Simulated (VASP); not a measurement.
Here is a VASP 6.6.1 calculation.

Contents of INCAR:

```
SYSTEM = Ti4N3O
ALGO = Normal
EDIFF = 1E-6
ENCUT = 520
GGA = PE
ISIF = 2
ISMEAR = 0
LASPH = .True.
LCHARG = .True.
LELF = .True.
LREAL = .False.
LVHAR = .True.
LWAVE = .False.
NBANDS = 44
NELM = 100
PREC = Accurate
SIGMA = 0.1
```

File KPOINTS:

```
k-points
0
Gamma
  10 10 10
  0 0 0
```

File POSCAR:

```
Ti4N3O
1.0
    4.3379427530      0.0000000000      0.0000000000
    0.0000000000      4.3379427530      0.0000000000
    0.0000000000      0.0000000000      4.3379427530
Ti N O
4 3 1
Direct
    0.0000000000      0.0000000000      0.0000000000
    0.5000000000      0.0000000000      0.5000000000
    0.0000000000      0.5000000000      0.5000000000
    0.5000000000      0.5000000000      0.0000000000
    0.0000000000      0.5000000000      0.0000000000
    0.5000000000      0.0000000000      0.0000000000
    0.0000000000      0.0000000000      0.5000000000
    0.5000000000      0.5000000000      0.5000000000
```

Potentials or basis: VASP PAW PBE potentials, release 64 (Ti_sv, N, O).

Launch:

```bash
$ cat potpaw_PBE.64/Ti_sv/POTCAR potpaw_PBE.64/N/POTCAR potpaw_PBE.64/O/POTCAR > POTCAR
$ mpirun -np 1 vasp_std > vasp.out
```

Problem. Predict the pressure.

Solution. -13.1 GPa.

Problem. Estimate the band gap on the k mesh.

Solution. Zero (an odd number of electrons rules out a gap without spin polarisation).

Caveat: the cell stands under tension; an odd number of electrons without spin polarisation forces a metal; a magnetic or distorted state may lie lower.
